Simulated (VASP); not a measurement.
# CdTe (F-43m) in VASP: notebook, part 2 of 2

VASP 6.6.1. The steps go on from the part before.

### 3 Single point, BLYP (38.58 Å³/atom)

This run uses another cell than the first one, of 38.58 Å³/atom.

Contents of INCAR:

```
SYSTEM = CdTe
PREC     = Accurate       ! precision mode
ENCUT    = 500            ! plane-wave cutoff, eV
EDIFF    = 1E-6           ! SCF threshold, eV
ISMEAR   = 0              ! smearing method
SIGMA    = 0.05           ! smearing width, eV
LREAL    = .False.        ! projectors in reciprocal space
LASPH    = .True.         ! aspherical terms in the spheres
NELM     = 120            ! most SCF steps
ALGO     = Normal         ! electronic algorithm
ISIF     = 2              ! what is computed and relaxed
LWAVE    = .False.        ! write WAVECAR
LCHARG   = .False.        ! write CHGCAR
GGA      = B5             ! functional
ALDAX    = 1.0          
AGGAX    = 1.0          
AGGAC    = 1.0          
ALDAC    = 0.0          
NBANDS   = 16             ! bands
GGA_COMPAT= .False.
```

Contents of KPOINTS:

```
Automatic mesh
0
Gamma
  6 6 6
  0 0 0
```

Contents of POSCAR:

```
CdTe
1.0
    0.0000000000      3.3788983224      3.3788983224
    3.3788983224      0.0000000000      3.3788983224
    3.3788983224      3.3788983224      0.0000000000
Cd Te
1 1
Direct
    0.0000000000      0.0000000000      0.0000000000
    0.2500000000      0.2500000000      0.2500000000
```

Potentials or basis: VASP PAW PBE potentials, release 64 (Cd, Te).

Command:

```bash
$ cat potpaw_PBE.64/Cd/POTCAR potpaw_PBE.64/Te/POTCAR > POTCAR
$ mpirun -np 1 vasp_std > vasp.out
```

OUTCAR:

```text
SYSTEM = CdTe
   PREC = Accurate
   ENCUT = 500
   EDIFF = 1E-6
   ISMEAR = 0
   LREAL = .False.
   LASPH = .True.
   NELM = 120
   ISIF = 2
   GGA = B5

 ion  position               nearest neighbor table
   1  0.000  0.000  0.000-   2 2.93   2 2.93   2 2.93   2 2.93
   2  0.250  0.250  0.250-   1 2.93   1 2.93   1 2.93   1 2.93

  LATTYP: Found a face centered cubic cell.
 ALAT       =     6.7577966448

  Lattice vectors:

 A1 = (   0.0000000000,   3.3788983224,   3.3788983224)
 A2 = (   3.3788983224,   0.0000000000,   3.3788983224)
 A3 = (   3.3788983224,   3.3788983224,   0.0000000000)

Analysis of symmetry for initial positions (statically):
=====================================================================
 Subroutine PRICEL returns:
 Original cell was already a primitive cell.

 Routine SETGRP: Setting up the symmetry group for a
 face centered cubic supercell.

 Subroutine GETGRP returns: Found 24 space group operations
 (whereof 24 operations were pure point group operations)
 out of a pool of 48 trial point group operations.

The static configuration has the point symmetry T_d .

Analysis of symmetry for dynamics (positions and initial velocities):
=====================================================================
 Subroutine PRICEL returns:
 Original cell was already a primitive cell.

 Routine SETGRP: Setting up the symmetry group for a
 face centered cubic supercell.

 Subroutine GETGRP returns: Found 24 space group operations
 (whereof 24 operations were pure point group operations)
 out of a pool of 48 trial point group operations.

The dynamic configuration has the point symmetry T_d .

 Subroutine INISYM returns: Found 24 space group operations
 (whereof 24 operations are pure point group operations),
 and found     1 'primitive' translations

----------------------------------------------------------------------------------------

[... 101 lines left out ...]
   IMIX   =      4    mixing-type and parameters
     AMIX     =   0.40;   BMIX     =  1.00
     AMIX_MAG =   1.60;   BMIX_MAG =  1.00
  volume/ion in A,a.u.               =      38.58       260.33
  Fermi-wavevector in a.u.,A,eV,Ry     =   1.007814  1.904493 13.819299  1.015690
  Thomas-Fermi vector in A             =   2.140643
   LORBIT       =      0    0 simple, 1 ext, 2 COOP (PROOUT), +10 PAW based schemes
   GGA     = B5    functional components
   LHFCALC =     F    Hartree Fock is set to
   AEXX    =    0.0000 exact exchange contribution
   IVDW    =     0    specifies the selected vdW correction
   LEPSILON=     F    determine dielectric tensor
   LRPA    =     F    only Hartree local field effects (RPA)
 non-spin polarized calculation
 Gauss-broadening in eV      SIGMA  =   0.05
  energy-cutoff  :      500.00
  volume of cell :       77.15
 maximum number of plane-waves:      1980
   NGX = 17   NGY = 17   NGZ = 17

 number of electron      17.9999992 magnetization

 Free energy of the ion-electron system (eV)
  ---------------------------------------------------
  ext. energy  EPLUGINS =         0.00000000
  ---------------------------------------------------
  free energy    TOTEN  =        -3.82508765 eV

  energy without entropy =       -3.82508764  energy(sigma->0) =       -3.82508764

 E-fermi :   1.8566     XC(G=0):  -7.5665

 val. band max:        1.6919523249   @ k =   0.0000   0.0000   0.0000
 cond. band min:       2.0130003348   @ k =   0.0000   0.0000   0.0000
 fundamental gap:      0.3210480099
 Fermi energy:         1.8565652070

 k-point     1 :       0.0000    0.0000    0.0000
  band No.  band energies     occupation
      1      -8.8658      2.00000
      2      -6.3058      2.00000
      3      -6.3058      2.00000
      4      -6.3058      2.00000
      5      -6.1291      2.00000
      6      -6.1291      2.00000
[... 281 lines left out ...]
      3      -6.2132      2.00000
      4      -6.1588      2.00000
      5      -6.1192      2.00000
      6      -5.7304      2.00000
[... 8 lines left out ...]
     15      12.2972      0.00000
     16      12.6992      0.00000

------------------------ aborting loop because EDIFF is reached ----------------------------------------

  FORCE on cell =-STRESS in cart. coord.  units (eV):
  Direction    XX          YY          ZZ          XY          YZ          ZX
  --------------------------------------------------------------------------------------
  -------------------------------------------------------------------------------------
  Total        0.1199851      0.1199851      0.1199851      0.0000000      0.0000000     -0.0000000
  in kB        2.4916236      2.4916236      2.4916236      0.0000000      0.0000000     -0.0000000
  external PRESSURE =       2.4916236 kB  Pullay stress =       0.0000000 kB

 VOLUME and BASIS-vectors are now :
 -----------------------------------------------------------------------------
  energy-cutoff  :      500.00
  volume of cell :       77.15
      direct lattice vectors                 reciprocal lattice vectors
     0.000000000  3.378898322  3.378898322    -0.147977226  0.147977226  0.147977226
     3.378898322  0.000000000  3.378898322     0.147977226 -0.147977226  0.147977226
     3.378898322  3.378898322  0.000000000     0.147977226  0.147977226 -0.147977226

 POSITION                                       TOTAL-FORCE (eV/Angst)
 -----------------------------------------------------------------------------------
      0.00000      0.00000      0.00000         0.000000      0.000000      0.000000
      1.68945      1.68945      1.68945        -0.000000     -0.000000     -0.000000
 -----------------------------------------------------------------------------------
    total drift:                                0.000000      0.000000      0.000000

  FREE ENERGIE OF THE ION-ELECTRON SYSTEM (eV)
  ---------------------------------------------------
  free  energy   TOTEN  =        -3.8250876522 eV

  energy  without entropy=       -3.8250876372  energy(sigma->0) =       -3.82508764
```

stdout:

```text
POSCAR found type information on POSCAR CdTe
 POSCAR found :  2 types and       2 ions
 scaLAPACK will be used
 -----------------------------------------------------------------------------
|                                                                             |
|                                                                             |
|     You enforced a specific xc type in the INCAR file but a different       |
|     I HOPE YOU KNOW WHAT YOU ARE DOING!                                     |
|                                                                             |
 -----------------------------------------------------------------------------

 LDA part: xc-table for (Slater(with rela. corr.)+VWN5), standard interpolation
 POSCAR, INCAR and KPOINTS ok, starting setup
 FFT: planning ... GRIDC
 FFT: planning ... GRID_SOFT
 FFT: planning ... GRID
 WAVECAR not read
 entering main loop
```

It took 23 s on 1 thread of Intel Xeon Platinum 8488C (Sapphire Rapids), shared host; peak memory 0.21 GiB.

What came out:

| Item | Value |
| --- | --- |
| Free energy | -3.8251 eV |
| Pressure | 0.2 GPa |
| Band gap on the k mesh | 0.32 eV |

Levels at points of the mesh, in eV from the valence-band top:
```csv
k point,band 6,band 7,band 8,band 9,band 10,band 11,band 12,band 13
"(0.00, 0.00, 0.00)",-7.82,0.00,0.00,0.00,0.32,4.66,4.66,4.66
"(0.50, 0.00, 0.00)",-7.56,-3.77,-0.60,-0.60,1.64,5.23,5.23,6.93
"(0.50, 0.50, 0.00)",-7.46,-3.76,-1.47,-1.47,2.62,2.93,8.27,8.44
```

Caveat: the PAW data sets were made with another functional, which shifts forces and pressure a little; spin-orbit coupling is left out, which moves the levels of the heavy elements.
